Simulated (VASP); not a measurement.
Runs of VASP 6.6.1 on BN. The structure is that of space group F-43m (No. 216), or close to it. The cells are those of the table. 

```tsv
task	cell	cutoff (eV)	smearing	gap on the mesh (eV)	pressure (GPa)
single point	a = 2.476 Å, angles 60.0°, 2 atoms	600	gaussian 0.01 eV	4.37	40.7
relaxation of cell and atoms	relaxed to 12 GPa from a = 2.550 Å, angles 60.0°, 2 atoms	600	gaussian 0.01 eV	4.31	12.0
relaxation of cell and atoms	relaxed to 50 GPa from a = 2.550 Å, angles 60.0°, 2 atoms	600	gaussian 0.01 eV	(b)	50.0
single point	a = 2.525 Å, angles 60.0°, 2 atoms	520	gaussian 0.01 eV	4.31	12.7
single point	a = 2.469 Å, angles 60.0°, 2 atoms	520	gaussian 0.02 eV	4.38	45.0
single point	a = 2.566 Å, angles 60.0°, 2 atoms	520	gaussian 0.02 eV	(a)	-6.7
relaxation of cell and atoms	relaxed from a = 2.564 Å, angles 60.0°, 2 atoms	600	gaussian 0.02 eV	4.28	0.0
single point	a = 2.675 Å, angles 60.0°, 2 atoms	520	gaussian 0.02 eV	4.12	-42.4
single point	a = 2.537 Å, angles 60.0°, 2 atoms	520	gaussian 0.01 eV	4.30	6.7
relaxation of cell and atoms	relaxed to 30 GPa from a = 2.550 Å, angles 60.0°, 2 atoms	600	gaussian 0.01 eV	4.35	30.0
```

Alike in all rows: level PBEsol; potentials or basis VASP PAW PBE potentials, release 64 (B, N); no spin polarisation; k mesh 12 × 12 × 12.

Problem. Estimate the missing entries.

Solution. (a) 4.26; (b) 4.39.

Caveats: the PAW data sets were made with another functional, which shifts forces and pressure a little; the cell is relaxed towards a set pressure, so the enthalpy falls and the energy may rise (some runs).

A k mesh can miss the band edges.
